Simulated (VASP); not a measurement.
# Ba in VASP: notebook, part 2 of 2

VASP 6.6.1. Earlier steps stand in the parts before.

### Step 5. Single point, PBE, collinear spin, ferromagnetic start (volume scaled by 0.96)

INCAR reads:

```
ALGO = Normal
EDIFF = 1E-6
ENCUT = 520
GGA = PE
ISIF = 2
ISMEAR = 1
ISPIN = 2
LASPH = True
LCHARG = False
LORBIT = 11
LREAL = False
LWAVE = False
MAGMOM = 0.5
NBANDS = 15
NELM = 150
PREC = Accurate
SIGMA = 0.05
```

KPOINTS reads:

```
k-points
0
Gamma
  8 8 8
```

POSCAR reads:

```
Ba
1.0
   -2.4726242257      2.4726242257      2.4726242257
    2.4726242257     -2.4726242257      2.4726242257
    2.4726242257      2.4726242257     -2.4726242257
Ba
1
Direct
    0.0000000000      0.0000000000      0.0000000000
```

Potentials or basis: VASP PAW PBE potentials, release 64 (Ba_sv).

Run with:

```sh
$ cat potpaw_PBE.64/Ba_sv/POTCAR > POTCAR
$ mpirun -np 1 vasp_std > vasp.out
```

OUTCAR:

```text
EDIFF = 1E-6
   ENCUT = 520
   GGA = PE
   ISIF = 2
   ISMEAR = 1
   ISPIN = 2
   LASPH = True
   LORBIT = 11
   LREAL = False
   NELM = 150
   PREC = Accurate

 ion  position               nearest neighbor table
   1  0.000  0.000  0.000-

  LATTYP: Found a body centered cubic cell.
 ALAT       =     4.9452484514

  Lattice vectors:

 A1 = (  -2.4726242257,   2.4726242257,   2.4726242257)
 A2 = (   2.4726242257,  -2.4726242257,   2.4726242257)
 A3 = (   2.4726242257,   2.4726242257,  -2.4726242257)

Analysis of symmetry for initial positions (statically):
=====================================================================
 Subroutine PRICEL returns:
 Original cell was already a primitive cell.

 Routine SETGRP: Setting up the symmetry group for a
 body centered cubic supercell.

 Subroutine GETGRP returns: Found 48 space group operations
 (whereof 48 operations were pure point group operations)
 out of a pool of 48 trial point group operations.

The static configuration has the point symmetry O_h .

Analysis of symmetry for dynamics (positions and initial velocities):
=====================================================================
[... 627 lines left out ...]
      7       3.6597      0.00000
      8       3.6597      0.00000
      9       5.0996      0.00000
     10       5.0996      0.00000
     11       8.8204      0.00000
     12       8.8204      0.00000
     13       8.8204      0.00000
     14      14.4161      0.00000
[... 403 lines left out ...]
      4     -12.1542      1.00000
      5       1.4403      1.00000
      6       1.9742     -0.00000
      7       3.7153      0.00000
      8       3.9499      0.00000
      9       5.4846      0.00000
     10       5.8848      0.00000
     11       9.1943      0.00000
     12      10.2370      0.00000
     13      10.5511      0.00000
     14      12.3364      0.00000
     15      14.2777      0.00000

 [... further k-points ...]
[... 5 lines left out ...]
  --------------------------------------------------------------------------------------
  -------------------------------------------------------------------------------------
  Total        0.1727009      0.1727009      0.1727009      0.0000000     -0.0000000      0.0000000
  in kB        4.5758395      4.5758395      4.5758395      0.0000000     -0.0000000      0.0000000
  external PRESSURE =       4.5758395 kB  Pullay stress =       0.0000000 kB

 VOLUME and BASIS-vectors are now :
 -----------------------------------------------------------------------------
  energy-cutoff  :      520.00
  volume of cell :       60.47
      direct lattice vectors                 reciprocal lattice vectors
    -2.472624226  2.472624226  2.472624226     0.000000000  0.202214309  0.202214309
     2.472624226 -2.472624226  2.472624226     0.202214309  0.000000000  0.202214309
     2.472624226  2.472624226 -2.472624226     0.202214309  0.202214309  0.000000000

 POSITION                                       TOTAL-FORCE (eV/Angst)
 -----------------------------------------------------------------------------------
      0.00000      0.00000      0.00000         0.000000      0.000000     -0.000000
 -----------------------------------------------------------------------------------
    total drift:                                0.000000      0.000000     -0.000000

  FREE ENERGIE OF THE ION-ELECTRON SYSTEM (eV)
  ---------------------------------------------------
  free  energy   TOTEN  =        -1.9079320448 eV

  energy  without entropy=       -1.9076717263  energy(sigma->0) =       -1.90784527

 total charge

# of ion       s       p       d       tot
------------------------------------------
    1        2.071   5.546   0.290   7.907

 magnetization (x)

# of ion       s       p       d       tot
------------------------------------------
    1        0.000  -0.001  -0.010  -0.011
```

Run time: 22 s. Hardware: 1 thread of Intel Xeon Platinum 8488C (Sapphire Rapids), shared host; peak memory 0.22 GiB.

What came out:

- Free energy: -1.9079 eV
- Pressure: 0.5 GPa
- Net moment: -0.04 μB per cell
- Valence electrons inside the program's atomic spheres: Ba 7.91

Caveat: spin-orbit coupling is left out, which moves the levels of the heavy elements.

### Step 6. Single point, PBE, collinear spin, ferromagnetic start (volume scaled by 0.98)

INCAR reads:

```
PREC = Accurate
ENCUT = 520
EDIFF = 1E-6
ISMEAR = 1
SIGMA = 0.05
LREAL = False
LASPH = True
NELM = 150
ALGO = Normal
ISIF = 2
LWAVE = False
LCHARG = True
ISPIN = 2
MAGMOM = 0.5
LORBIT = 11
GGA = PE
LELF = True
LVHAR = True
NBANDS = 15
```

KPOINTS reads:

```
Automatic mesh
0
Gamma
  8 8 8
```

POSCAR reads:

```
Ba
1.0
   -2.4896773455      2.4896773455      2.4896773455
    2.4896773455     -2.4896773455      2.4896773455
    2.4896773455      2.4896773455     -2.4896773455
Ba
1
Direct
    0.0000000000      0.0000000000      0.0000000000
```

Potentials or basis: VASP PAW PBE potentials, release 64 (Ba_sv).

Run with:

```sh
$ cat potpaw_PBE.64/Ba_sv/POTCAR > POTCAR
$ mpirun -np 1 vasp_std > vasp.out
```

OUTCAR:

```text
PREC = Accurate
   ENCUT = 520
   EDIFF = 1E-6
   ISMEAR = 1
   LREAL = False
   LASPH = True
   NELM = 150
   ISIF = 2
   ISPIN = 2
   LORBIT = 11
   GGA = PE

 ion  position               nearest neighbor table
   1  0.000  0.000  0.000-

  LATTYP: Found a body centered cubic cell.
 ALAT       =     4.9793546910

  Lattice vectors:

 A1 = (  -2.4896773455,   2.4896773455,   2.4896773455)
 A2 = (   2.4896773455,  -2.4896773455,   2.4896773455)
[... 1075 lines left out ...]
  --------------------------------------------------------------------------------------
  -------------------------------------------------------------------------------------
  Total        0.0977430      0.0977430      0.0977430     -0.0000000      0.0000000      0.0000000
  in kB        2.5369227      2.5369227      2.5369227     -0.0000000      0.0000000      0.0000000
  external PRESSURE =       2.5369227 kB  Pullay stress =       0.0000000 kB

 VOLUME and BASIS-vectors are now :
 -----------------------------------------------------------------------------
  energy-cutoff  :      520.00
  volume of cell :       61.73
      direct lattice vectors                 reciprocal lattice vectors
    -2.489677346  2.489677346  2.489677346     0.000000000  0.200829236  0.200829236
     2.489677346 -2.489677346  2.489677346     0.200829236  0.000000000  0.200829236
     2.489677346  2.489677346 -2.489677346     0.200829236  0.200829236  0.000000000

 POSITION                                       TOTAL-FORCE (eV/Angst)
 -----------------------------------------------------------------------------------
      0.00000      0.00000      0.00000        -0.000000      0.000000      0.000000
 -----------------------------------------------------------------------------------
    total drift:                               -0.000000      0.000000      0.000000

  FREE ENERGIE OF THE ION-ELECTRON SYSTEM (eV)
  ---------------------------------------------------
  free  energy   TOTEN  =        -1.9106914798 eV

  energy  without entropy=       -1.9104900704  energy(sigma->0) =       -1.91062434

 total charge

# of ion       s       p       d       tot
------------------------------------------
    1        2.070   5.548   0.282   7.900

 magnetization (x)

# of ion       s       p       d       tot
------------------------------------------
    1        0.000  -0.001  -0.009  -0.009
```

Run time: 22 s. Hardware: 1 thread of Intel Xeon Platinum 8488C (Sapphire Rapids), shared host; peak memory 0.22 GiB.

What came out:

* Free energy: -1.9107 eV
* Pressure: 0.3 GPa
* Band gap on the k mesh: zero (filled and empty bands overlap)
* Net moment: -0.04 μB per cell
* Valence electrons inside the program's atomic spheres: Ba 7.90

Caveat: spin-orbit coupling is left out, which moves the levels of the heavy elements.

### Step 7. Overview

| level | spin | cell | k mesh | smearing | gap on the mesh (eV) | pressure (GPa) | moment (μB) |
| --- | --- | --- | --- | --- | --- | --- | --- |
| PBE exchange alone | off | a = 4.341 Å, angles 109.5°, 1 atom | 8 × 8 × 8 | fermi-dirac 0.15 eV | none | 2.5 | - |
| PBE+D3(BJ) | off | a = 4.396, b = 4.366, c = 4.340 Å, angles 110.3, 109.3, 110.2°, 1 atom | 5 × 5 × 5, shifted | tetrahedron | none | -0.1 | - |
| PBE | collinear, ferromagnetic start | a = 4.253 Å, angles 109.5°, 1 atom | 8 × 8 × 8 | methfessel-paxton 0.05 eV | none | 0.7 | 0.04 |
| PBE | collinear, ferromagnetic start | a = 4.283 Å, angles 109.5°, 1 atom | 8 × 8 × 8 | methfessel-paxton 0.05 eV | none | 0.5 | 0.04 |
| PBE | collinear, ferromagnetic start | a = 4.312 Å, angles 109.5°, 1 atom | 8 × 8 × 8 | methfessel-paxton 0.05 eV | none | 0.3 | 0.04 |

Alike in all rows: task single point; potentials or basis VASP PAW PBE potentials, release 64 (Ba_sv); cutoff (eV) 520.

Caveats: spin-orbit coupling is left out, which moves the levels of the heavy elements; pairwise dispersion overbinds metals, which lowers pressure and volume (some runs).

Total energies depend on the potentials used, so only differences within one code and one set of settings carry meaning.
